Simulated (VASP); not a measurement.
**LiB108N108 (a cell with a defect): single point with PBE**

The system is LiB108N108 (a cell with a defect).

```
B N Li
1.0
    11.19755    6.46491    0.00000
   -11.19755    6.46491    0.00000
     0.00000    0.00000   12.99097
B N Li
108 108 1
Direct
  0.99961 0.22202 0.12514
  0.11073 0.11083 0.12437
  0.22194 0.99971 0.12518
  0.00026 0.11139 0.37504
  0.11139 0.00026 0.37505
  0.22222 0.22221 0.37541
  0.99963 0.22250 0.62514
  0.11073 0.11135 0.62521
  0.22188 0.00024 0.62512
  0.00060 0.11129 0.87433
  0.11172 0.00018 0.87440
  0.22275 0.22232 0.87462
  0.99985 0.55524 0.12484
  0.11061 0.44404 0.12522
  0.22156 0.33278 0.12469
  0.00003 0.44437 0.37480
  0.11102 0.33334 0.37478
  0.22197 0.55555 0.37520
  0.99974 0.55581 0.62558
  0.11074 0.44467 0.62527
  0.22176 0.33350 0.62551
  0.00048 0.44448 0.87485
  0.11160 0.33342 0.87478
  0.22260 0.55561 0.87448
  0.00025 0.88888 0.12127
  0.11098 0.77750 0.12483
  0.22181 0.66636 0.12451
  0.00064 0.77813 0.37847
  0.11114 0.66668 0.37552
  0.22234 0.88900 0.37474
  0.99975 0.88919 0.62565
  0.11086 0.77805 0.62550
  0.22189 0.66693 0.62537
  0.00059 0.77791 0.87411
  0.11158 0.66674 0.87474
  0.22273 0.88900 0.87479
  0.33270 0.22166 0.12465
  0.44395 0.11071 0.12514
  0.55513 0.99994 0.12469
  0.33334 0.11101 0.37467
  0.44436 0.00002 0.37469
  0.55555 0.22197 0.37509
  0.33288 0.22238 0.62546
  0.44405 0.11136 0.62514
  0.55519 0.00037 0.62539
  0.33385 0.11117 0.87476
  0.44490 0.00005 0.87475
  0.55604 0.22218 0.87439
  0.33230 0.55491 0.12129
  0.44318 0.44328 0.12166
  0.55482 0.33240 0.12120
  0.33271 0.44416 0.37853
  0.44416 0.33271 0.37845
  0.55397 0.55398 0.38605
  0.33288 0.55575 0.62583
  0.44391 0.44453 0.62614
  0.55513 0.33350 0.62574
  0.33372 0.44448 0.87406
  0.44491 0.33330 0.87404
  0.55595 0.55552 0.87315
  0.33293 0.88868 0.12521
  0.44375 0.77781 0.12127
  0.55357 0.66636 0.11346
  0.33310 0.77781 0.37514
  0.44359 0.66668 0.37792
  0.55524 0.88920 0.37840
  0.33299 0.88918 0.62516
  0.44406 0.77811 0.62573
  0.55511 0.66693 0.62640
  0.33372 0.77786 0.87443
  0.44474 0.66673 0.87357
  0.55597 0.88899 0.87399
  0.66627 0.22190 0.12442
  0.77739 0.11107 0.12468
  0.88879 0.00033 0.12119
  0.66668 0.11114 0.37538
  0.77813 0.00065 0.37835
  0.88900 0.22234 0.37471
  0.66631 0.22251 0.62524
  0.77744 0.11149 0.62537
  0.88857 0.00037 0.62561
  0.66716 0.11115 0.87458
  0.77834 0.00017 0.87394
  0.88942 0.22230 0.87471
  0.66627 0.55366 0.11344
  0.77772 0.44385 0.12129
  0.88859 0.33302 0.12521
  0.66668 0.44359 0.37791
  0.77781 0.33311 0.37513
  0.88920 0.55524 0.37850
  0.66631 0.55572 0.62642
  0.77749 0.44468 0.62577
  0.88857 0.33362 0.62520
  0.66716 0.44432 0.87363
  0.77829 0.33330 0.87442
  0.88942 0.55555 0.87415
  0.66627 0.88945 0.12165
  0.77898 0.77907 0.11343
  0.88937 0.66637 0.12179
  0.66669 0.77939 0.38593
  0.77938 0.66669 0.38596
  0.88977 0.88977 0.37778
  0.66632 0.88934 0.62597
  0.77752 0.77814 0.62632
  0.88872 0.66693 0.62609
  0.66715 0.77794 0.87311
  0.77837 0.66673 0.87321
  0.88957 0.88914 0.87356
  0.00001 0.22222 0.37441
  0.11114 0.11114 0.37450
  0.22222 0.00000 0.37438
  0.99962 0.11087 0.12417
  0.11078 0.99972 0.12423
  0.22181 0.22191 0.12523
  0.00052 0.22231 0.87487
  0.11165 0.11122 0.87468
  0.22274 0.00010 0.87493
  0.99962 0.11136 0.62507
  0.11074 0.00024 0.62506
  0.22182 0.22245 0.62518
  0.00003 0.55553 0.37569
  0.11114 0.44447 0.37452
  0.22217 0.33333 0.37565
  0.99960 0.44415 0.12556
  0.11073 0.33303 0.12549
  0.22177 0.55521 0.12429
  0.00047 0.55561 0.87487
  0.11158 0.44451 0.87500
  0.22273 0.33343 0.87476
  0.99967 0.44471 0.62512
  0.11074 0.33358 0.62506
  0.22188 0.55581 0.62528
  0.99994 0.88887 0.37643
  0.11119 0.77783 0.37567
  0.22222 0.66668 0.37464
  0.99953 0.77743 0.12332
  0.11073 0.66637 0.12541
  0.22181 0.88858 0.12555
  0.00053 0.88900 0.87405
  0.11159 0.77786 0.87482
  0.22267 0.66673 0.87480
  0.99968 0.77804 0.62570
  0.11080 0.66693 0.62529
  0.22189 0.88915 0.62502
  0.33333 0.22217 0.37557
  0.44447 0.11114 0.37439
  0.55553 0.00003 0.37555
  0.33295 0.11083 0.12544
  0.44405 0.99969 0.12547
  0.55512 0.22186 0.12420
  0.33386 0.22231 0.87474
  0.44494 0.11116 0.87490
  0.55604 0.00004 0.87471
  0.33295 0.11136 0.62499
  0.44409 0.00029 0.62498
  0.55519 0.22250 0.62513
  0.33343 0.55562 0.37657
  0.44399 0.44399 0.38233
  0.55562 0.33342 0.37647
  0.33301 0.44417 0.12322
  0.44408 0.33312 0.12314
  0.55563 0.55572 0.11939
  0.33378 0.55562 0.87408
  0.44495 0.44452 0.87401
  0.55605 0.33336 0.87406
  0.33294 0.44467 0.62579
  0.44405 0.33356 0.62572
  0.55519 0.55581 0.62593
  0.33335 0.88889 0.37443
  0.44449 0.77775 0.37648
  0.55604 0.66668 0.38003
  0.33292 0.77752 0.12428
  0.44358 0.66636 0.11737
  0.55520 0.88855 0.12320
  0.33380 0.88896 0.87492
  0.44489 0.77785 0.87405
  0.55603 0.66673 0.87361
  0.33300 0.77805 0.62518
  0.44410 0.66693 0.62571
  0.55520 0.88919 0.62563
  0.66668 0.22223 0.37456
  0.77784 0.11119 0.37555
  0.88887 0.99994 0.37636
  0.66627 0.11082 0.12526
  0.77733 0.99962 0.12314
  0.88848 0.22190 0.12546
  0.66716 0.22225 0.87469
  0.77828 0.11116 0.87464
  0.88942 0.00011 0.87396
  0.66631 0.11142 0.62511
  0.77743 0.00030 0.62556
  0.88853 0.22251 0.62499
  0.66667 0.55603 0.38004
  0.77775 0.44449 0.37650
  0.88890 0.33336 0.37445
  0.66628 0.44367 0.11730
  0.77742 0.33301 0.12428
  0.88847 0.55530 0.12334
  0.66716 0.55561 0.87369
  0.77827 0.44447 0.87413
  0.88938 0.33338 0.87494
  0.66632 0.44472 0.62569
  0.77744 0.33362 0.62516
  0.88858 0.55582 0.62578
  0.66669 0.88937 0.38218
  0.77732 0.77732 0.37992
  0.88937 0.66668 0.38228
  0.66628 0.77701 0.11937
  0.77692 0.66637 0.11942
  0.88897 0.88906 0.11727
  0.66715 0.88894 0.87393
  0.77828 0.77786 0.87364
  0.88937 0.66673 0.87412
  0.66631 0.77806 0.62578
  0.77744 0.66693 0.62585
  0.88852 0.88914 0.62556
  0.66640 0.66643 0.24975
```

| Quantity | Value |
| --- | --- |
| Program | VASP 6.6.1 |
| Task | single point |
| Functional | PBE |
| Potentials or basis | VASP PAW PBE potentials, release 64 (B, N, Li_sv) |
| Cutoff | 520 eV |
| k mesh | 1 × 1 × 1 |
| Occupations | fermi-dirac, width 0.01 eV |
| Spin | no spin polarisation |

| Quantity | Value |
| --- | --- |
| Largest force | 0.011 eV/Å |

Levels at points of the mesh, in eV from the Fermi level:
```csv
k point,band 429,band 430,band 431,band 432,band 433,band 434,band 435,band 436,band 437,band 438
"(0.00, 0.00, 0.00)",-0.53,-0.29,-0.29,-0.28,-0.28,3.82,3.83,3.96,3.96,3.97
```

Run time: 4 min on 1 × NVIDIA H100 80GB with 1 thread of AMD EPYC 7R13 Processor (Zen 3) (shared host), peak memory 2.3 GiB.

Caveat: the k points lie up to 0.56 Å⁻¹ apart; the cell carries a net charge on a neutralising background, which shifts energy and pressure; the cell is charged against a uniform background, so pressure and absolute levels hang on convention.
